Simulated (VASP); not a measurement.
# BaY3Si (R-3m) in VASP: single point with PBE

Aim: the single point of BaY3Si with PBE.

Program: VASP 6.6.1. These are calculated values, not measurements. Logs are shortened: lines on timing, memory, paths and dates and some standing lists are left out, and cuts for length are marked.

### Step 1. The cell of the first run

The typed cell holds 5 atoms: a = 5.623 Å, b = 5.623 Å, c = 5.623 Å, α = 90.01°, β = 90.01°, γ = 90.01°.

The cell was built from a structure type or drawn by symmetry, and may not be a known phase.

### Step 2. Single point, PBE

Contents of INCAR:

```
SYSTEM = BaY3Si
PREC = Accurate
ENCUT = 520
EDIFF = 1E-6
ISMEAR = 0
SIGMA = 0.1
LREAL = .False.
LASPH = .True.
NELM = 60
ALGO = Fast
ISIF = 2
LWAVE = .False.
LCHARG = .False.
GGA = PE
NBANDS = 32
```

Contents of KPOINTS:

```
regular mesh
0
Gamma
  6 6 6
  0 0 0
```

Contents of POSCAR:

```
BaY3Si
1.0
    3.9763169451      2.2957276586      3.2460478269
   -3.9763169451      2.2957276586      3.2460478269
    0.0000000000     -4.5914553172      3.2460478269
Ba Y Si
1 3 1
Direct
    0.0000000000      0.0000000000      0.0000000000
    0.5000000000      0.5000000000      0.0000000000
    0.0000000000      0.5000000000      0.5000000000
    0.5000000000      0.0000000000      0.5000000000
    0.5000000000      0.5000000000      0.5000000000
```

Potentials or basis: VASP PAW PBE potentials, release 64 (Ba_sv, Y_sv, Si).

Run with:

```sh
$ cat potpaw_PBE.64/Ba_sv/POTCAR potpaw_PBE.64/Y_sv/POTCAR potpaw_PBE.64/Si/POTCAR > POTCAR
$ mpirun -np 1 vasp_std > vasp.out
```

OUTCAR:

```text
SYSTEM = BaY3Si
   PREC = Accurate
   ENCUT = 520
   EDIFF = 1E-6
   ISMEAR = 0
   LREAL = .False.
   LASPH = .True.
   NELM = 60
   ISIF = 2
   GGA = PE

 ion  position               nearest neighbor table
   1  0.000  0.000  0.000-   2 3.98   2 3.98   4 3.98   3 3.98   4 3.98   3 3.98   3 3.98   4 3.98
                             4 3.98   3 3.98   2 3.98   2 3.98
   2  0.500  0.500  0.000-   5 2.81   5 2.81   1 3.98   1 3.98   4 3.98   4 3.98   3 3.98   3 3.98
                             4 3.98   3 3.98   3 3.98   4 3.98   1 3.98   1 3.98
   3  0.000  0.500  0.500-   5 2.81   5 2.81   4 3.98   4 3.98   1 3.98   1 3.98   2 3.98   2 3.98
                             2 3.98   2 3.98   1 3.98   1 3.98   4 3.98   4 3.98
   4  0.500  0.000  0.500-   5 2.81   5 2.81   3 3.98   3 3.98   1 3.98   2 3.98   1 3.98   2 3.98
                             2 3.98   1 3.98   2 3.98   1 3.98   3 3.98   3 3.98
   5  0.500  0.500  0.500-   2 2.81   2 2.81   4 2.81   3 2.81   4 2.81   3 2.81

  LATTYP: Found a trigonal (rhomboedric) cell.
 ALAT       =     5.6230141761
 COS(alpha) =    -0.0001234877

  Lattice vectors:

 A1 = (   3.9763169451,   2.2957276586,   3.2460478269)
 A2 = (  -3.9763169451,   2.2957276586,   3.2460478269)
 A3 = (   0.0000000000,  -4.5914553172,   3.2460478269)

Analysis of symmetry for initial positions (statically):
=====================================================================
 Subroutine PRICEL returns:
 Original cell was already a primitive cell.

 Routine SETGRP: Setting up the symmetry group for a
 trigonal (rhombohedral) supercell.

 Subroutine GETGRP returns: Found 12 space group operations
 (whereof 12 operations were pure point group operations)
 out of a pool of 12 trial point group operations.

The static configuration has the point symmetry D_3d.

Analysis of symmetry for dynamics (positions and initial velocities):
=====================================================================
 Subroutine PRICEL returns:
 Original cell was already a primitive cell.

 Routine SETGRP: Setting up the symmetry group for a
 trigonal (rhombohedral) supercell.

 Subroutine GETGRP returns: Found 12 space group operations
 (whereof 12 operations were pure point group operations)
 out of a pool of 12 trial point group operations.

The dynamic configuration has the point symmetry D_3d.

 Subroutine INISYM returns: Found 12 space group operations
 (whereof 12 operations are pure point group operations),
 and found     1 'primitive' translations

----------------------------------------------------------------------------------------

                                     Primitive cell

  volume of cell :     177.7901

  direct lattice vectors                    reciprocal lattice vectors
     3.976316945  2.295727659  3.246047827     0.125744503  0.072598623  0.102688978
    -3.976316945  2.295727659  3.246047827    -0.125744503  0.072598623  0.102688978
     0.000000000 -4.591455317  3.246047827     0.000000000 -0.145197246  0.102688978

  length of vectors
     5.623014176  5.623014176  5.623014176     0.177840564  0.177840564  0.177840564

  position of ions in fractional coordinates (direct lattice)
     0.000000000  0.000000000  0.000000000
     0.500000000  0.500000000  1.000000000
     1.000000000  0.500000000  0.500000000
     0.500000000  1.000000000  0.500000000
     0.500000000  0.500000000  0.500000000

  ion indices of the primitive-cell ions
   primitive index   ion index
                 1           1
                 2           2
                 3           3
                 4           4
                 5           5

----------------------------------------------------------------------------------------

 KPOINTS: regular mesh

Automatic generation of k-mesh.
 Grid dimensions read from file:
 generate k-points for:    6    6    6

 Generating k-lattice:

  Cartesian coordinates                     Fractional coordinates (reciprocal lattice)
     0.020957417  0.012099770  0.017114830     0.166666667  0.000000000 -0.000000000
    -0.020957417  0.012099770  0.017114830     0.000000000  0.166666667 -0.000000000
     0.000000000 -0.024199541  0.017114830    -0.000000000 -0.000000000  0.166666667

  Length of vectors
     0.029640094  0.029640094  0.029640094

  Shift w.r.t. Gamma in fractional coordinates (k-lattice)
     0.000000000  0.000000000  0.000000000

 Subroutine IBZKPT returns following result:
 ===========================================

 Found     32 irreducible k-points:

 Following reciprocal coordinates:
            Coordinates               Weight
  0.000000  0.000000  0.000000      1.000000
  0.166667  0.000000  0.000000      6.000000
  0.333333  0.000000 -0.000000      6.000000
  0.500000  0.000000  0.000000      3.000000
  0.166667  0.166667  0.000000      6.000000
  0.333333  0.166667  0.000000     12.000000
[... 16 lines left out ...]
  0.500000  0.500000  0.166667      6.000000
 -0.333333  0.500000  0.166667     12.000000
 [... further k-points ...]
   k-points           NKPTS =     32   k-points in BZ     NKDIM =     32   number of bands    NBANDS=     32
   number of dos      NEDOS =    301   number of ions     NIONS =      5
   total plane-waves  NPLWV =  74088
   dimension x,y,z NGX =    42 NGY =   42 NGZ =   42
   dimension x,y,z NGXF=    84 NGYF=   84 NGZF=   84
   ions per type =               1   3   1
   NGX,Y,Z   is equivalent  to a cutoff of  12.42, 12.42, 12.42 a.u.
   NGXF,Y,Z  is equivalent  to a cutoff of  24.83, 24.83, 24.83 a.u.
 SYSTEM =  BaY3Si
   PREC   = accura    normal or accurate (medium, high low for compatibility)
   ISTART =      0    job   : 0-new  1-cont  2-samecut
   ICHARG =      2    charge: 1-file 2-atom 10-const
   ISPIN  =      1    spin polarized calculation?
   LNONCOLLINEAR =      F non collinear calculations
   LSORBIT =      F    spin-orbit coupling
   LASPH  =      T    aspherical Exc in radial PAW
   ENCUT  =  520.0 eV  38.22 Ry    6.18 a.u.  10.46 10.46 10.46*2*pi/ulx,y,z
   NELM   =     60;   NELMIN=  2; NELMDL= -5     # of ELM steps
   EDIFF  = 0.1E-05   stopping-criterion for ELM
   LREAL  =      F    real-space projection
   EDIFFG = 0.1E-04   stopping-criterion for IOM
   NSW    =      0    number of steps for IOM
   IBRION =     -1    ionic relax: 0-MD 1-quasi-New 2-CG
   NFREE  =      0    steps in history (QN), initial steepest desc. (CG)
   ISIF   =      2    stress and relaxation
   ISYM   =      2    0-nonsym 1-usesym 2-fastsym
   POTIM  = 0.5000    time-step for ionic-motion
   TEBEG  =    0.0;   TEEND  =   0.0 temperature during run
   PSTRESS=    0.0 pullay stress
   NELECT =      47.0000    total number of electrons
   NUPDOWN=      -1.0000    fix difference up-down
   EMIN   =  10.00;   EMAX   =-10.00  energy-range for DOS
   EFERMI =   0.00;   METHOD = LEGACY
   ISMEAR =     0;   SIGMA  =   0.10  broadening in eV -4-tet -1-fermi 0-gaus
   EFERMI_NEDOS =   21; number of points for ismear=-14 and -15
   IALGO  =     68    algorithm
   IMIX   =      4    mixing-type and parameters
     AMIX     =   0.40;   BMIX     =  1.00
     AMIX_MAG =   1.60;   BMIX_MAG =  1.00
  volume/ion in A,a.u.               =      35.56       239.96
  Fermi-wavevector in a.u.,A,eV,Ry     =   1.050683  1.985503 15.019938  1.103934
  Thomas-Fermi vector in A             =   2.185696
   LORBIT       =      0    0 simple, 1 ext, 2 COOP (PROOUT), +10 PAW based schemes
   GGA     = PE    functional components
   LHFCALC =     F    Hartree Fock is set to
   AEXX    =    0.0000 exact exchange contribution
   IVDW    =     0    specifies the selected vdW correction
   LEPSILON=     F    determine dielectric tensor
   LRPA    =     F    only Hartree local field effects (RPA)
 non-spin polarized calculation
 RMM-DIIS sequential band-by-band and
 Gauss-broadening in eV      SIGMA  =   0.10
  energy-cutoff  :      520.00
  volume of cell :      177.79
 maximum number of plane-waves:      4828
 NGX is ok and might be reduce to    42
   NGX = 21   NGY = 21   NGZ = 21

 number of electron      47.0000003 magnetization

 Free energy of the ion-electron system (eV)
  ---------------------------------------------------
  ext. energy  EPLUGINS =         0.00000000
  ---------------------------------------------------
  free energy    TOTEN  =       -26.94985064 eV

  energy without entropy =      -26.91064018  energy(sigma->0) =      -26.93024541

 E-fermi :   2.9393     XC(G=0):  -8.8396

 val. band max:        2.9283301188   @ k =   0.3333   0.3333   0.3333
 cond. band min:       2.9518671567   @ k =  -0.1667   0.5000   0.1667
 fundamental gap:      0.0235370379
 Fermi energy:         2.9393215120

 k-point     1 :       0.0000    0.0000    0.0000
  band No.  band energies     occupation
      1     -40.1351      2.00000
      2     -40.1178      2.00000
      3     -40.1178      2.00000
      4     -25.1542      2.00000
      5     -20.1966      2.00000
      6     -20.1966      2.00000
[... 24 lines left out ...]
     31       5.1606      0.00000
     32       7.1635      0.00000

 k-point     2 :       0.1667    0.0000    0.0000
  band No.  band energies     occupation
      1     -40.1341      2.00000
      2     -40.1188      2.00000
      3     -40.1178      2.00000
      4     -25.1543      2.00000
      5     -20.1919      2.00000
      6     -20.1919      2.00000
[... 24 lines left out ...]
     31       5.1878      0.00000
     32       6.6850      0.00000

 k-point     3 :       0.3333    0.0000   -0.0000
  band No.  band energies     occupation
      1     -40.1314      2.00000
      2     -40.1214      2.00000
      3     -40.1178      2.00000
      4     -25.1543      2.00000
      5     -20.1804      2.00000
      6     -20.1804      2.00000
[... 24 lines left out ...]
     31       5.2413      0.00000
     32       5.8478      0.00000

 k-point     4 :       0.5000    0.0000    0.0000
  band No.  band energies     occupation
      1     -40.1293      2.00000
      2     -40.1235      2.00000
      3     -40.1178      2.00000
      4     -25.1544      2.00000
      5     -20.1720      2.00000
      6     -20.1719      2.00000
[... 24 lines left out ...]
     31       5.2565      0.00000
     32       5.3981      0.00000

 k-point     5 :       0.1667    0.1667    0.0000
  band No.  band energies     occupation
      1     -40.1331      2.00000
      2     -40.1192      2.00000
      3     -40.1183      2.00000
      4     -25.1543      2.00000
      5     -20.1947      2.00000
      6     -20.1873      2.00000
[... 584 lines left out ...]
     31       4.9479      0.00000
     32       5.6485      0.00000

 k-point    22 :      -0.1667    0.3333    0.1667
  band No.  band energies     occupation
      1     -40.1298      2.00000
      2     -40.1215      2.00000
      3     -40.1192      2.00000
      4     -25.1541      2.00000
      5     -20.1949      2.00000
      6     -20.1800      2.00000
[... 24 lines left out ...]
     31       5.0230      0.00000
     32       5.5034      0.00000

 k-point    23 :       0.5000    0.5000    0.1667
  band No.  band energies     occupation
      1     -40.1235      2.00000
      2     -40.1234      2.00000
      3     -40.1234      2.00000
      4     -25.1535      2.00000
      5     -20.2117      2.00000
      6     -20.1844      2.00000
[... 24 lines left out ...]
     31       4.6377      0.00000
     32       5.2122      0.00000

 k-point    24 :      -0.3333    0.5000    0.1667
  band No.  band energies     occupation
      1     -40.1260      2.00000
      2     -40.1234      2.00000
      3     -40.1210      2.00000
      4     -25.1537      2.00000
      5     -20.2043      2.00000
      6     -20.1859      2.00000
[... 24 lines left out ...]
     31       4.7863      0.00000
     32       5.1795      0.00000

 [... further k-points ...]

------------------------ aborting loop because EDIFF is reached ----------------------------------------

  FORCE on cell =-STRESS in cart. coord.  units (eV):
  Direction    XX          YY          ZZ          XY          YZ          ZX
  --------------------------------------------------------------------------------------
  -------------------------------------------------------------------------------------
  Total        0.0344091      0.0344091      0.0377874      0.0000000      0.0000000     -0.0000000
  in kB        0.3100816      0.3100816      0.3405256      0.0000000      0.0000000     -0.0000000
  external PRESSURE =       0.3202296 kB  Pullay stress =       0.0000000 kB

 VOLUME and BASIS-vectors are now :
 -----------------------------------------------------------------------------
  energy-cutoff  :      520.00
  volume of cell :      177.79
      direct lattice vectors                 reciprocal lattice vectors
     3.976316945  2.295727659  3.246047827     0.125744503  0.072598623  0.102688978
    -3.976316945  2.295727659  3.246047827    -0.125744503  0.072598623  0.102688978
     0.000000000 -4.591455317  3.246047827     0.000000000 -0.145197246  0.102688978

 POSITION                                       TOTAL-FORCE (eV/Angst)
 -----------------------------------------------------------------------------------
      0.00000      0.00000      0.00000         0.000000     -0.000000     -0.000000
      0.00000      2.29573      3.24605        -0.000000      0.000000      0.000000
     -1.98816     -1.14786      3.24605        -0.000000     -0.000000      0.000000
      1.98816     -1.14786      3.24605         0.000000     -0.000000      0.000000
      0.00000      0.00000      4.86907         0.000000      0.000000     -0.000000
 -----------------------------------------------------------------------------------
    total drift:                                0.000000     -0.000000     -0.000000

  FREE ENERGIE OF THE ION-ELECTRON SYSTEM (eV)
  ---------------------------------------------------
  free  energy   TOTEN  =       -26.9498506425 eV

  energy  without entropy=      -26.9106401791  energy(sigma->0) =      -26.93024541
```

Wall time 5.8 min (1 thread of Intel Xeon 6975P-C (Granite Rapids), shared host); peak memory 0.4 GiB.

What came out:

```
Free energy            : -26.9499 eV
Pressure               : 0.0 GPa
Band gap on the k mesh : zero (an odd number of electrons rules out a gap without spin polarisation)
```

Caveat: spin-orbit coupling is left out, which moves the levels of the heavy elements.
